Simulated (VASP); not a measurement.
# La2C (CdCl2 type) (R-3m) in VASP: electric field gradients with PBEsol

Aim: the electric field gradients of La2C (CdCl2 type) with PBEsol.

Everything below comes from runs of VASP 6.6.1. Logs are shortened: lines on timing, memory, paths and dates and some standing lists are left out, and cuts for length are marked.

## 1. The cell of the first run

It takes space group R-3m (No. 166, trigonal). The conventional cell has a = 3.663 Å, b = 3.663 Å, c = 20.567 Å, α = 90.00°, β = 90.00°, γ = 120.00°. C (site symmetry -3m) has 6 La at 2.56 Å within 3.4 Å. La (site symmetry 3m) has 3 C at 2.56 Å within 3.4 Å.

## 2. Electric field gradients, PBEsol

INCAR

```
SYSTEM = La2C
PREC = Accurate
ENCUT = 520
EDIFF = 1E-8
ISMEAR = -1
SIGMA = 0.05
LREAL = .False.
LASPH = .True.
NELM = 60
ALGO = Normal
ISIF = 2
LWAVE = .False.
LCHARG = .False.
GGA = PS
LEFG = .True.
NBANDS = 20
```

KPOINTS

```
regular mesh
0
Gamma
  11 11 11
  0 0 0
```

POSCAR

```
La2C
1.0
    1.8316872661     -1.0575251361      6.8557120379
    0.0000000000      2.1150502723      6.8557120379
   -1.8316872661     -1.0575251361      6.8557120379
C La
1 2
Direct
    0.0000000000      0.0000000000      0.0000000000
    0.2634281736      0.2634281736      0.2634281736
    0.7365718264      0.7365718264      0.7365718264
```

Potentials or basis: VASP PAW PBE potentials, release 64 (C, La).

Started as:

```bash
$ cat potpaw_PBE.64/C/POTCAR potpaw_PBE.64/La/POTCAR > POTCAR
$ mpirun -np 1 vasp_std > vasp.out
```

OUTCAR:

```text
SYSTEM = La2C
   PREC = Accurate
   ENCUT = 520
   EDIFF = 1E-8
   ISMEAR = -1
   LREAL = .False.
   LASPH = .True.
   NELM = 60
   ISIF = 2
   GGA = PS

 ion  position               nearest neighbor table
   1  0.000  0.000  0.000-   3 2.56   2 2.56   3 2.56   2 2.56   3 2.56   2 2.56
   2  0.263  0.263  0.263-   1 2.56   1 2.56   1 2.56   3 3.57   3 3.57   3 3.57
   3  0.737  0.737  0.737-   1 2.56   1 2.56   1 2.56   2 3.57   2 3.57   2 3.57

  LATTYP: Found a trigonal (rhomboedric) cell.
 ALAT       =     7.1745540071
 COS(alpha) =     0.8696404568

  Lattice vectors:

 A1 = (   1.8316872661,  -1.0575251361,   6.8557120379)
 A2 = (   0.0000000000,   2.1150502723,   6.8557120379)
 A3 = (  -1.8316872661,  -1.0575251361,   6.8557120379)

Analysis of symmetry for initial positions (statically):
=====================================================================
 Subroutine PRICEL returns:
 Original cell was already a primitive cell.

 Routine SETGRP: Setting up the symmetry group for a
 trigonal (rhombohedral) supercell.

 Subroutine GETGRP returns: Found 12 space group operations
 (whereof 12 operations were pure point group operations)
 out of a pool of 12 trial point group operations.

The static configuration has the point symmetry D_3d.

Analysis of symmetry for dynamics (positions and initial velocities):
=====================================================================
 Subroutine PRICEL returns:
 Original cell was already a primitive cell.

 Routine SETGRP: Setting up the symmetry group for a
 trigonal (rhombohedral) supercell.

 Subroutine GETGRP returns: Found 12 space group operations
 (whereof 12 operations were pure point group operations)
 out of a pool of 12 trial point group operations.

The dynamic configuration has the point symmetry D_3d.

 Subroutine INISYM returns: Found 12 space group operations
 (whereof 12 operations are pure point group operations),
 and found     1 'primitive' translations

----------------------------------------------------------------------------------------

                                     Primitive cell

  volume of cell :      79.6794

  direct lattice vectors                    reciprocal lattice vectors
     1.831687266 -1.057525136  6.855712038     0.272972362 -0.157600667  0.048621256
     0.000000000  2.115050272  6.855712038     0.000000000  0.315201334  0.048621256
    -1.831687266 -1.057525136  6.855712038    -0.272972362 -0.157600667  0.048621256

  length of vectors
     7.174554007  7.174554007  7.174554007     0.318929314  0.318929314  0.318929314

  position of ions in fractional coordinates (direct lattice)
     0.000000000  0.000000000  0.000000000
     0.263428174  0.263428174  0.263428174
     0.736571826  0.736571826  0.736571826

  ion indices of the primitive-cell ions
   primitive index   ion index
                 1           1
                 2           2
                 3           3

----------------------------------------------------------------------------------------

 KPOINTS: regular mesh

Automatic generation of k-mesh.
 Grid dimensions read from file:
 generate k-points for:   11   11   11

 Generating k-lattice:

  Cartesian coordinates                     Fractional coordinates (reciprocal lattice)
     0.024815669 -0.014327333  0.004420114     0.090909091  0.000000000  0.000000000
     0.000000000  0.028654667  0.004420114     0.000000000  0.090909091  0.000000000
    -0.024815669 -0.014327333  0.004420114     0.000000000  0.000000000  0.090909091

  Length of vectors
     0.028993574  0.028993574  0.028993574

  Shift w.r.t. Gamma in fractional coordinates (k-lattice)
     0.000000000  0.000000000  0.000000000

 Subroutine IBZKPT returns following result:
 ===========================================

 Found    146 irreducible k-points:

 Following reciprocal coordinates:
            Coordinates               Weight
  0.000000  0.000000  0.000000      1.000000
  0.090909  0.000000  0.000000      6.000000
  0.181818  0.000000  0.000000      6.000000
  0.272727  0.000000  0.000000      6.000000
  0.363636  0.000000 -0.000000      6.000000
  0.454545  0.000000  0.000000      6.000000
[... 16 lines left out ...]
 -0.272727  0.181818 -0.000000     12.000000
 -0.181818  0.181818 -0.000000      6.000000
 [... further k-points ...]
   k-points           NKPTS =    146   k-points in BZ     NKDIM =    146   number of bands    NBANDS=     20
   number of dos      NEDOS =    301   number of ions     NIONS =      3
   total plane-waves  NPLWV = 157464
   dimension x,y,z NGX =    54 NGY =   54 NGZ =   54
   dimension x,y,z NGXF=   108 NGYF=  108 NGZF=  108
   ions per type =               1   2
   NGX,Y,Z   is equivalent  to a cutoff of  12.51, 12.51, 12.51 a.u.
   NGXF,Y,Z  is equivalent  to a cutoff of  25.03, 25.03, 25.03 a.u.
 SYSTEM =  La2C
   PREC   = accura    normal or accurate (medium, high low for compatibility)
   ISTART =      0    job   : 0-new  1-cont  2-samecut
   ICHARG =      2    charge: 1-file 2-atom 10-const
   ISPIN  =      1    spin polarized calculation?
   LNONCOLLINEAR =      F non collinear calculations
   LSORBIT =      F    spin-orbit coupling
   LASPH  =      T    aspherical Exc in radial PAW
   ENCUT  =  520.0 eV  38.22 Ry    6.18 a.u.  13.34 13.34 13.34*2*pi/ulx,y,z
   NELM   =     60;   NELMIN=  2; NELMDL= -5     # of ELM steps
   EDIFF  = 0.1E-07   stopping-criterion for ELM
   LREAL  =      F    real-space projection
   EDIFFG = 0.1E-06   stopping-criterion for IOM
   NSW    =      0    number of steps for IOM
   IBRION =     -1    ionic relax: 0-MD 1-quasi-New 2-CG
   NFREE  =      0    steps in history (QN), initial steepest desc. (CG)
   ISIF   =      2    stress and relaxation
   ISYM   =      2    0-nonsym 1-usesym 2-fastsym
   POTIM  = 0.5000    time-step for ionic-motion
   TEBEG  =    0.0;   TEEND  =   0.0 temperature during run
   PSTRESS=    0.0 pullay stress
   NELECT =      26.0000    total number of electrons
   NUPDOWN=      -1.0000    fix difference up-down
   EMIN   =  10.00;   EMAX   =-10.00  energy-range for DOS
   EFERMI =   0.00;   METHOD = LEGACY
   ISMEAR =    -1;   SIGMA  =   0.05  broadening in eV -4-tet -1-fermi 0-gaus
   EFERMI_NEDOS =   21; number of points for ismear=-14 and -15
   IALGO  =     38    algorithm
   IMIX   =      4    mixing-type and parameters
     AMIX     =   0.40;   BMIX     =  1.00
     AMIX_MAG =   1.60;   BMIX_MAG =  1.00
  volume/ion in A,a.u.               =      26.56       179.23
  Fermi-wavevector in a.u.,A,eV,Ry     =   1.127069  2.129852 17.283283  1.270285
  Thomas-Fermi vector in A             =   2.263754
   LORBIT       =      0    0 simple, 1 ext, 2 COOP (PROOUT), +10 PAW based schemes
   GGA     = PS    functional components
   LHFCALC =     F    Hartree Fock is set to
   AEXX    =    0.0000 exact exchange contribution
   IVDW    =     0    specifies the selected vdW correction
   LEPSILON=     F    determine dielectric tensor
   LRPA    =     F    only Hartree local field effects (RPA)
 non-spin polarized calculation
  energy-cutoff  :      520.00
  volume of cell :       79.68
 maximum number of plane-waves:      2162
 NGX is ok and might be reduce to    54
   NGX = 27   NGY = 27   NGZ = 27

 number of electron      26.0000000 magnetization

 Free energy of the ion-electron system (eV)
  ---------------------------------------------------
  ext. energy  EPLUGINS =         0.00000000
  ---------------------------------------------------
  free energy    TOTEN  =       -20.73274306 eV

  energy without entropy =      -20.71921972  energy(sigma->0) =      -20.72598139

 E-fermi :   7.6145     XC(G=0):  -9.8021

 val. band max:        7.6083130580   @ k =  -0.4545   0.3636   0.2727
 cond. band min:       7.6181047721   @ k =  -0.3636   0.4545   0.3636
 fundamental gap:      0.0097917141
 Fermi energy:         7.6144709838

 k-point     1 :       0.0000    0.0000    0.0000
  band No.  band energies     occupation
      1     -24.7036      2.00000
      2     -24.5071      2.00000
      3      -9.3223      2.00000
      4      -7.8166      2.00000
      5      -7.7668      2.00000
      6      -7.7668      2.00000
[... 12 lines left out ...]
     19       9.6434      0.00000
     20      10.0556      0.00000

 k-point     2 :       0.0909    0.0000    0.0000
  band No.  band energies     occupation
      1     -24.6856      2.00000
      2     -24.4960      2.00000
      3      -9.2883      2.00000
      4      -7.9397      2.00000
      5      -7.8098      2.00000
      6      -7.7971      2.00000
[... 12 lines left out ...]
     19       9.9443      0.00000
     20      10.0883      0.00000

 k-point     3 :       0.1818    0.0000    0.0000
  band No.  band energies     occupation
      1     -24.6362      2.00000
      2     -24.4668      2.00000
      3      -9.2070      2.00000
      4      -8.2942      2.00000
      5      -8.0725      2.00000
      6      -7.9128      2.00000
[... 12 lines left out ...]
     19      10.0352      0.00000
     20      10.1279      0.00000

 k-point     4 :       0.2727    0.0000    0.0000
  band No.  band energies     occupation
      1     -24.5679      2.00000
      2     -24.4305      2.00000
      3      -9.1722      2.00000
      4      -8.6919      2.00000
      5      -8.3600      2.00000
      6      -8.0342      2.00000
[... 12 lines left out ...]
     19       9.8695      0.00000
     20      10.1617      0.00000

 k-point     5 :       0.3636    0.0000   -0.0000
  band No.  band energies     occupation
      1     -24.4992      2.00000
      2     -24.4014      2.00000
      3      -9.3286      2.00000
      4      -8.9757      2.00000
      5      -8.4224      2.00000
      6      -8.1378      2.00000
[... 12 lines left out ...]
     19       9.9981      0.00000
     20      10.1686      0.00000
[... 353 lines left out ...]
      6      -8.3617      2.00000
[... 12 lines left out ...]
     19       9.9843      0.00000
     20      10.1346      0.00000

 k-point    22 :      -0.3636    0.1818    0.0000
  band No.  band energies     occupation
      1     -24.4311      2.00000
      2     -24.3836      2.00000
      3      -9.3693      2.00000
      4      -9.0252      2.00000
      5      -8.5586      2.00000
      6      -8.3645      2.00000
[... 12 lines left out ...]
     19       9.9540      0.00000
     20      10.1235      0.00000

 k-point    23 :      -0.2727    0.1818   -0.0000
  band No.  band energies     occupation
      1     -24.4742      2.00000
      2     -24.3903      2.00000
      3      -9.2754      2.00000
      4      -8.9268      2.00000
      5      -8.5416      2.00000
      6      -8.2531      2.00000
[... 12 lines left out ...]
     19      10.0641      0.00000
     20      10.1656      0.00000

 k-point    24 :      -0.1818    0.1818   -0.0000
  band No.  band energies     occupation
      1     -24.5343      2.00000
      2     -24.4130      2.00000
      3      -9.1764      2.00000
      4      -8.7292      2.00000
      5      -8.5123      2.00000
      6      -8.0811      2.00000
[... 12 lines left out ...]
     19      10.1020      0.00000
     20      10.1340      0.00000

 [... further k-points ...]

------------------------ aborting loop because EDIFF is reached ----------------------------------------

  FORCE on cell =-STRESS in cart. coord.  units (eV):
  Direction    XX          YY          ZZ          XY          YZ          ZX
  --------------------------------------------------------------------------------------
  -------------------------------------------------------------------------------------
  Total        0.0029682      0.0029682      0.0017228      0.0000000      0.0000000     -0.0000000
  in kB        0.0596850      0.0596850      0.0346420      0.0000000      0.0000000     -0.0000000
  external PRESSURE =       0.0513373 kB  Pullay stress =       0.0000000 kB

 VOLUME and BASIS-vectors are now :
 -----------------------------------------------------------------------------
  energy-cutoff  :      520.00
  volume of cell :       79.68
      direct lattice vectors                 reciprocal lattice vectors
     1.831687266 -1.057525136  6.855712038     0.272972362 -0.157600667  0.048621256
     0.000000000  2.115050272  6.855712038     0.000000000  0.315201334  0.048621256
    -1.831687266 -1.057525136  6.855712038    -0.272972362 -0.157600667  0.048621256

 POSITION                                       TOTAL-FORCE (eV/Angst)
 -----------------------------------------------------------------------------------
      0.00000      0.00000      0.00000         0.000000     -0.000000      0.000000
      0.00000      0.00000      5.41796         0.000000     -0.000000     -0.000961
      0.00000      0.00000     15.14917         0.000000      0.000000      0.000961
 -----------------------------------------------------------------------------------
    total drift:                                0.000000      0.000000     -0.000000

  FREE ENERGIE OF THE ION-ELECTRON SYSTEM (eV)
  ---------------------------------------------------
  free  energy   TOTEN  =       -20.7327430592 eV

  energy  without entropy=      -20.7192197154  energy(sigma->0) =      -20.72598139

 Electric field gradients (V/A^2)
---------------------------------------------------------------------
 ion       V_xx      V_yy      V_zz      V_xy      V_xz      V_yz
---------------------------------------------------------------------
   1      -0.974    -0.974     1.948    -0.000    -0.000    -0.000
   2      60.115    60.115  -120.231     0.000     0.000    -0.000
   3      60.115    60.115  -120.231     0.000     0.000    -0.000
---------------------------------------------------------------------

 Electric field gradients after diagonalization (V/A^2)
 (convention: |V_zz| > |V_xx| > |V_yy|)
----------------------------------------------------------------------
 ion       V_xx      V_yy      V_zz     asymmetry (V_yy - V_xx)/ V_zz
----------------------------------------------------------------------
   1      -0.974    -0.974     1.948       0.000
   2      60.115    60.115  -120.231       0.000
   3      60.115    60.115  -120.231       0.000
----------------------------------------------------------------------

           NMR quadrupolar parameters

 Cq : quadrupolar parameter    Cq=e*Q*V_zz/h
 eta: asymmetry parameters     (V_yy - V_xx)/ V_zz
 Q  : nuclear electric quadrupole moment in mb (millibarn)
----------------------------------------------------------------------
 ion       Cq(MHz)       eta       Q (mb)
----------------------------------------------------------------------
   1       0.005       0.000       1.000
   2      -0.291       0.000       1.000
   3      -0.291       0.000       1.000
----------------------------------------------------------------------
```

Wall time 49 min (1 thread of Intel Xeon 8259CL, shared host); peak memory 0.58 GiB.

What came out:

```
Free energy                             : -20.7327 eV
Pressure                                : 0.0 GPa
Band gap on the k mesh                  : zero (bands 13 and 14 overlap by 0.71 eV)
Largest electric field gradient by atom : C +1.9; La -120.2 V/Å²
```

Levels at points of the mesh, in eV from the Fermi level:
| k point | band 10 | band 11 | band 12 | band 13 | band 14 | band 15 | band 16 | band 17 |
| --- | --- | --- | --- | --- | --- | --- | --- | --- |
| (0.00, 0.00, 0.00) | -3.20 | -1.82 | -1.82 | -1.39 | 0.89 | 1.42 | 1.81 | 1.81 |

Electric field gradients, principal values (V/Å²):
| atom | least | middle | greatest (by size) |
| --- | --- | --- | --- |
| 1 C | -0.974 | -0.974 | 1.948 |
| 2 La | 60.115 | 60.115 | -120.231 |
| 3 La | 60.115 | 60.115 | -120.231 |

Caveat: without QUAD_EFG the Cq values of the log hold for a quadrupole moment of 1 mb, not for the nuclei; the PAW data sets were made with another functional, which shifts forces and pressure a little; spin-orbit coupling is left out, which moves the levels of the heavy elements.
